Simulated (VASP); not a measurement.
# Ni in VASP: a series of runs

Runs on Ni. Level: PBE. Tasks: single point.

Everything below comes from runs of VASP 6.6.1. Logs are shortened: lines on timing, memory, paths and dates and some standing lists are left out, and cuts for length are marked.

### 1 The cell of the first run

The cell holds a slab with vacuum, 7 atoms: a = 2.488 Å, b = 2.488 Å, c = 21.129 Å, α = 90.00°, β = 90.00°, γ = 120.00°.

### 2 Single point, PBE, collinear spin, ferromagnetic start

Input file INCAR:

```
PREC     = Accurate       # precision mode
ENCUT    = 520            # plane-wave cutoff, eV
EDIFF    = 1E-6           # SCF threshold, eV
ISMEAR   = -1             # smearing method
SIGMA    = 0.05           # smearing width, eV
LREAL    = False          # projectors in reciprocal space
LASPH    = True           # aspherical terms in the spheres
NELM     = 150            # most SCF steps
ALGO     = Normal         # electronic algorithm
ISIF     = 2              # what is computed and relaxed
LWAVE    = False          # write WAVECAR
LCHARG   = False          # write CHGCAR
ISPIN    = 2              # spin polarisation
MAGMOM   = 1 1 1 1 1 1 1  # initial moments
LORBIT   = 11             # projections on sites
LMAXMIX  = 4              # l up to which the mixer works
LDIPOL   = True         
IDIPOL   = 3            
DIPOL    = 0.5 0.5 0.500
GGA      = PE             # functional
NBANDS   = 48             # bands
```

Input file KPOINTS:

```
regular mesh
0
Gamma
  19 19 1
```

Input file POSCAR:

```
Ni
1.0
    2.4880369114      0.0000000000      0.0000000000
   -1.2440184557      2.1547031708      0.0000000000
    0.0000000000      0.0000000000     21.1289000000
Ni
7
Direct
    0.0000000000      0.0000000000      0.2129780684
    0.3333333333      0.6666666667      0.3077923519
    0.6666666667      0.3333333333      0.4037577573
    0.0000000000      0.0000000000      0.4999998191
    0.3333333333      0.6666666667      0.5962419848
    0.6666666667      0.3333333333      0.6922075663
    0.0000000000      0.0000000000      0.7870219316
```

Potentials or basis: VASP PAW PBE potentials, release 64 (Ni).

Started as:

```console
cat potpaw_PBE.64/Ni/POTCAR > POTCAR
mpirun -np 1 vasp_std > vasp.out
```

OUTCAR:

```text
PREC = Accurate
   ENCUT = 520
   EDIFF = 1E-6
   ISMEAR = -1
   LREAL = False
   LASPH = True
   NELM = 150
   ISIF = 2
   ISPIN = 2
   LORBIT = 11
   GGA = PE

 ion  position               nearest neighbor table
   1  0.000  0.000  0.213-   2 2.47   2 2.47   2 2.47
   2  0.333  0.667  0.308-   1 2.47   1 2.47   1 2.47   3 2.48   3 2.48   3 2.48
   3  0.667  0.333  0.404-   2 2.48   2 2.48   2 2.48   4 2.49   4 2.49   4 2.49
   4  0.000  0.000  0.500-   3 2.49   3 2.49   3 2.49   5 2.49   5 2.49   5 2.49
   5  0.333  0.667  0.596-   6 2.48   6 2.48   6 2.48   4 2.49   4 2.49   4 2.49
   6  0.667  0.333  0.692-   7 2.47   7 2.47   7 2.47   5 2.48   5 2.48   5 2.48
   7  0.000  0.000  0.787-   6 2.47   6 2.47   6 2.47

  LATTYP: Found a hexagonal cell.
 ALAT       =     2.4880369114
 C/A-ratio  =     8.4921971628

  Lattice vectors:

 A1 = (   2.4880369114,   0.0000000000,   0.0000000000)
 A2 = (  -1.2440184557,   2.1547031708,   0.0000000000)
 A3 = (   0.0000000000,   0.0000000000,  21.1289000000)

Analysis of symmetry for initial positions (statically):
=====================================================================
 Subroutine PRICEL returns:
 Original cell was already a primitive cell.

 Routine SETGRP: Setting up the symmetry group for a
 hexagonal supercell.

 Subroutine GETGRP returns: Found 12 space group operations
 (whereof 12 operations were pure point group operations)
 out of a pool of 24 trial point group operations.

The static configuration has the point symmetry D_3d.

Analysis of symmetry for dynamics (positions and initial velocities):
=====================================================================
 Subroutine PRICEL returns:
 Original cell was already a primitive cell.

 Routine SETGRP: Setting up the symmetry group for a
 hexagonal supercell.

 Subroutine GETGRP returns: Found 12 space group operations
 (whereof 12 operations were pure point group operations)
 out of a pool of 24 trial point group operations.

The dynamic configuration has the point symmetry D_3d.

Analysis of structural, dynamic, and magnetic symmetry:
=====================================================================
 Subroutine PRICEL returns:
 Original cell was already a primitive cell.

 Routine SETGRP: Setting up the symmetry group for a
 hexagonal supercell.

 Subroutine GETGRP returns: Found 12 space group operations
 (whereof 12 operations were pure point group operations)
 out of a pool of 24 trial point group operations.

The overall configuration has the point symmetry D_3d.

 Subroutine INISYM returns: Found 12 space group operations
 (whereof 12 operations are pure point group operations),
 and found     1 'primitive' translations

----------------------------------------------------------------------------------------

                                     Primitive cell

  volume of cell :     113.2716

  direct lattice vectors                    reciprocal lattice vectors
     2.488036911  0.000000000  0.000000000     0.401923298  0.232050524  0.000000000
    -1.244018456  2.154703171  0.000000000     0.000000000  0.464101048  0.000000000
     0.000000000  0.000000000 21.128900000     0.000000000  0.000000000  0.047328541

  length of vectors
     2.488036911  2.488036911 21.128900000     0.464101048  0.464101048  0.047328541

  position of ions in fractional coordinates (direct lattice)
     0.000000000  0.000000000  0.212978068
     0.333333333  0.666666667  0.307792352
     0.666666667  0.333333333  0.403757757
     0.000000000  0.000000000  0.499999819
     0.333333333  0.666666667  0.596241985
     0.666666667  0.333333333  0.692207566
     0.000000000  0.000000000  0.787021932

  ion indices of the primitive-cell ions
   primitive index   ion index
                 1           1
                 2           2
                 3           3
                 4           4
                 5           5
[... 33 lines left out ...]
  0.105263  0.000000  0.000000      6.000000
  0.157895  0.000000  0.000000      6.000000
  0.210526  0.000000  0.000000      6.000000
  0.263158  0.000000  0.000000      6.000000
[... 16 lines left out ...]
  0.263158  0.105263  0.000000     12.000000
  0.315789  0.105263  0.000000     12.000000
 [... further k-points ...]
   k-points           NKPTS =     40   k-points in BZ     NKDIM =     40   number of bands    NBANDS=     48
   number of dos      NEDOS =    301   number of ions     NIONS =      7
   total plane-waves  NPLWV =  64000
   dimension x,y,z NGX =    20 NGY =   20 NGZ =  160
   dimension x,y,z NGXF=    40 NGYF=   40 NGZF=  320
   ions per type =               7
   NGX,Y,Z   is equivalent  to a cutoff of  13.36, 13.36, 12.59 a.u.
   NGXF,Y,Z  is equivalent  to a cutoff of  26.73, 26.73, 25.18 a.u.
 SYSTEM =  unknown system
   PREC   = accura    normal or accurate (medium, high low for compatibility)
   ISTART =      0    job   : 0-new  1-cont  2-samecut
   ICHARG =      2    charge: 1-file 2-atom 10-const
   ISPIN  =      2    spin polarized calculation?
   LNONCOLLINEAR =      F non collinear calculations
   LSORBIT =      F    spin-orbit coupling
   LASPH  =      T    aspherical Exc in radial PAW
   ENCUT  =  520.0 eV  38.22 Ry    6.18 a.u.   4.63  4.63 39.29*2*pi/ulx,y,z
   NELM   =    150;   NELMIN=  2; NELMDL= -5     # of ELM steps
   EDIFF  = 0.1E-05   stopping-criterion for ELM
   LREAL  =      F    real-space projection
[... 7 lines left out ...]
   TEBEG  =    0.0;   TEEND  =   0.0 temperature during run
   PSTRESS=    0.0 pullay stress
   NELECT =      70.0000    total number of electrons
   NUPDOWN=      -1.0000    fix difference up-down
   EMIN   =  10.00;   EMAX   =-10.00  energy-range for DOS
   EFERMI =   0.00;   METHOD = LEGACY
   ISMEAR =    -1;   SIGMA  =   0.05  broadening in eV -4-tet -1-fermi 0-gaus
   EFERMI_NEDOS =   21; number of points for ismear=-14 and -15
   IALGO  =     38    algorithm
   IMIX   =      4    mixing-type and parameters
     AMIX     =   0.40;   BMIX     =  1.00
     AMIX_MAG =   1.60;   BMIX_MAG =  1.00
  volume/ion in A,a.u.               =      16.18       109.20
  Fermi-wavevector in a.u.,A,eV,Ry     =   1.394442  2.635113 26.456100  1.944469
  Thomas-Fermi vector in A             =   2.517991
   LORBIT       =     11    0 simple, 1 ext, 2 COOP (PROOUT), +10 PAW based schemes
   GGA     = PE    functional components
   LHFCALC =     F    Hartree Fock is set to
   AEXX    =    0.0000 exact exchange contribution
   IVDW    =     0    specifies the selected vdW correction
   LEPSILON=     F    determine dielectric tensor
   LRPA    =     F    only Hartree local field effects (RPA)
 spin polarized calculation
  energy-cutoff  :      520.00
  volume of cell :      113.27
 maximum number of plane-waves:      3091
 NGX is ok and might be reduce to    20
   NGX =  9   NGY =  9   NGZ = 79

 number of electron      70.0000009 magnetization       4.4714546

 dipolmoment           0.000000      0.000000      0.000042 electrons x Angstroem

 Free energy of the ion-electron system (eV)
  ---------------------------------------------------
  ext. energy  EPLUGINS =         0.00000000
  ---------------------------------------------------
  free energy    TOTEN  =       -37.05703051 eV

  energy without entropy =      -36.95184478  energy(sigma->0) =      -37.00443765

 E-fermi :   4.7278     XC(G=0):  -9.7368

 val. band max:        4.7257486906   @ k =   0.3684   0.2632   0.0000
 cond. band min:       4.7278741346   @ k =   0.2632   0.2105   0.0000
 fundamental gap:      0.0021254440
 Fermi energy:         4.7277903858

 spin component 1

 k-point     1 :       0.0000    0.0000    0.0000
  band No.  band energies     occupation
      1      -4.1218      1.00000
      2      -3.6292      1.00000
      3      -2.8086      1.00000
      4      -1.7989      1.00000
      5      -0.8347      1.00000
      6      -0.2821      1.00000
[... 1189 lines left out ...]
     46      13.1796      0.00000
     47      14.0367      0.00000

 [... further k-points ...]

 spin component 2

 k-point     1 :       0.0000    0.0000    0.0000
  band No.  band energies     occupation
      1      -4.1604      1.00000
      2      -3.6664      1.00000
      3      -2.8403      1.00000
      4      -1.8013      1.00000
      5      -0.7454      1.00000
      6      -0.0087      1.00000
[... 1189 lines left out ...]
     46      13.3546      0.00000
     47      14.1802      0.00000

 [... further k-points ...]

 [bands above 47 left out]

------------------------ aborting loop because EDIFF is reached ----------------------------------------

 vacuum level on the upper side and lower side of the slab       (xc-potential included)        -0.844        -0.845

  FORCE on cell =-STRESS in cart. coord.  units (eV):
  Direction    XX          YY          ZZ          XY          YZ          ZX
  --------------------------------------------------------------------------------------
  -------------------------------------------------------------------------------------
  Total       -1.4181688     -1.4181688     -0.0256004      0.0000000      0.0000000      0.0000000
  in kB      -20.0593732    -20.0593732     -0.3621067      0.0000000      0.0000000      0.0000000
  external PRESSURE =     -13.4936177 kB  Pullay stress =       0.0000000 kB

 VOLUME and BASIS-vectors are now :
 -----------------------------------------------------------------------------
  energy-cutoff  :      520.00
  volume of cell :      113.27
      direct lattice vectors                 reciprocal lattice vectors
     2.488036911  0.000000000  0.000000000     0.401923298  0.232050524  0.000000000
    -1.244018456  2.154703171  0.000000000     0.000000000  0.464101048  0.000000000
     0.000000000  0.000000000 21.128900000     0.000000000  0.000000000  0.047328541

 POSITION                                       TOTAL-FORCE (eV/Angst)
 -----------------------------------------------------------------------------------
      0.00000      0.00000      4.49999        -0.000000     -0.000000     -0.000179
     -0.00000      1.43647      6.50331         0.000000     -0.000000      0.002451
      1.24402      0.71823      8.53096        -0.000000      0.000000      0.001998
      0.00000      0.00000     10.56445        -0.000000      0.000000      0.000000
     -0.00000      1.43647     12.59794        -0.000000     -0.000000     -0.001998
      1.24402      0.71823     14.62558         0.000000      0.000000     -0.002451
      0.00000      0.00000     16.62891        -0.000000      0.000000      0.000179
 -----------------------------------------------------------------------------------
    total drift:                                0.000000     -0.000000      0.006915

  FREE ENERGIE OF THE ION-ELECTRON SYSTEM (eV)
  ---------------------------------------------------
  free  energy   TOTEN  =       -37.0570305085 eV

  energy  without entropy=      -36.9518447831  energy(sigma->0) =      -37.00443765

 vacuum level on the upper side and lower side of the slab         8.944         8.942

 total charge

# of ion       s       p       d       tot
------------------------------------------
    1        0.491   0.385   8.309   9.185
    2        0.496   0.500   8.317   9.314
    3        0.498   0.496   8.315   9.309
    4        0.496   0.495   8.316   9.308
    5        0.498   0.496   8.315   9.309
    6        0.496   0.500   8.317   9.314
    7        0.491   0.385   8.309   9.185
--------------------------------------------------
tot          3.465   3.260  58.199  64.924

 magnetization (x)

# of ion       s       p       d       tot
------------------------------------------
    1       -0.006  -0.025   0.699   0.668
    2       -0.007  -0.027   0.705   0.672
    3       -0.006  -0.026   0.668   0.636
    4       -0.007  -0.026   0.656   0.623
    5       -0.006  -0.026   0.668   0.636
    6       -0.007  -0.027   0.705   0.672
    7       -0.006  -0.025   0.699   0.668
--------------------------------------------------
tot         -0.046  -0.181   4.800   4.573
```

Wall time 28 min (1 thread of Intel Xeon Platinum 8488C (Sapphire Rapids), shared host); peak memory 0.47 GiB.

What came out:

```
Free energy                                           : -37.0570 eV
Net moment                                            : 4.47 μB per cell
Site moments                                          : Ni +0.67, +0.64, +0.62 (each value once) μB
Valence electrons inside the program's atomic spheres : Ni 9.19, 9.31 (each value once)
```

Forces in eV/Å, atoms in the order of the input:
```
Ni   0.000  0.000  0.000
Ni   0.000  0.000  0.002
Ni   0.000  0.000  0.002
Ni   0.000  0.000  0.000
Ni   0.000  0.000 -0.002
Ni   0.000  0.000 -0.002
Ni   0.000  0.000  0.000
```

### 3 Single point, PBE, collinear spin, ferromagnetic start

This run uses another cell than the first one.

Input file INCAR:

```
SYSTEM = Ni
PREC     = Accurate       ! precision mode
ENCUT    = 520            ! plane-wave cutoff, eV
EDIFF    = 1E-7           ! SCF threshold, eV
ISMEAR   = -1             ! smearing method
SIGMA    = 0.05           ! smearing width, eV
LREAL    = .FALSE.        ! projectors in reciprocal space
LASPH    = .TRUE.         ! aspherical terms in the spheres
NELM     = 150            ! most SCF steps
ALGO     = Normal         ! electronic algorithm
ISIF     = 2              ! what is computed and relaxed
LWAVE    = .FALSE.        ! write WAVECAR
LCHARG   = .FALSE.        ! write CHGCAR
ISPIN    = 2              ! spin polarisation
MAGMOM   = 1 1 1 1 1 1 1  ! initial moments
LORBIT   = 11             ! projections on sites
LMAXMIX  = 4              ! l up to which the mixer works
LDIPOL   = .TRUE.       
IDIPOL   = 3            
DIPOL    = 0.5 0.5 0.500
GGA      = PE             ! functional
NBANDS   = 48             ! bands
```

Input file KPOINTS:

```
Automatic mesh
0
G
  19 19 1
  0 0 0
```

Input file POSCAR:

```
Ni
1.0
    2.4880369114      0.0000000000      0.0000000000
   -1.2440184557      2.1547031708      0.0000000000
    0.0000000000      0.0000000000     28.1888000000
Ni
7
Direct
    0.0000000000      0.0000000000      0.2837999171
    0.3333333340      0.6666666660      0.3558666113
    0.6666666670      0.3333333330      0.4279333055
    0.0000000000      0.0000000000      0.4999999997
    0.3333333340      0.6666666660      0.5720666945
    0.6666666670      0.3333333330      0.6441333887
    0.0000000000      0.0000000000      0.7162000829
```

Potentials or basis: VASP PAW PBE potentials, release 64 (Ni).

Started as:

```console
cat potpaw_PBE.64/Ni/POTCAR > POTCAR
mpirun -np 1 vasp_std > vasp.out
```

It took 50 min on 1 thread of Oxide Virtual Turin-like, shared host; peak memory 0.54 GiB.

Results (log left out):

```yaml
Free_energy: -37.0524 eV
Largest_force: 0.152 eV/Å
Net_moment: 4.47 μB per cell
Site_moments: Ni +0.67, +0.64, +0.62 (each value once) μB
Valence_electrons_inside_the_program's_atomic_spheres: Ni 9.17, 9.30, 9.31 (each value once)
```

Forces in eV/Å, atoms in the order of the input:
```
Ni   0.000  0.000  0.152
Ni   0.000  0.000 -0.121
Ni   0.000  0.000 -0.038
Ni   0.000  0.000  0.000
Ni   0.000  0.000  0.038
Ni   0.000  0.000  0.121
Ni   0.000  0.000 -0.152
```

Levels at points of the mesh, in eV from the Fermi level:
Spin up:
```tsv
k point	band 33	band 34	band 35	band 36	band 37	band 38	band 39	band 40	band 41	band 42
(0.00, 0.00, 0.00)	-1.23	-1.06	-1.06	-0.83	-0.83	-0.68	-0.68	-0.62	-0.62	-0.22
```
Spin down:
```tsv
k point	band 27	band 28	band 29	band 30	band 31	band 32	band 33	band 34	band 35	band 36
(0.00, 0.00, 0.00)	-1.21	-0.69	-0.69	-0.68	-0.68	-0.57	-0.57	-0.39	-0.39	-0.14
```
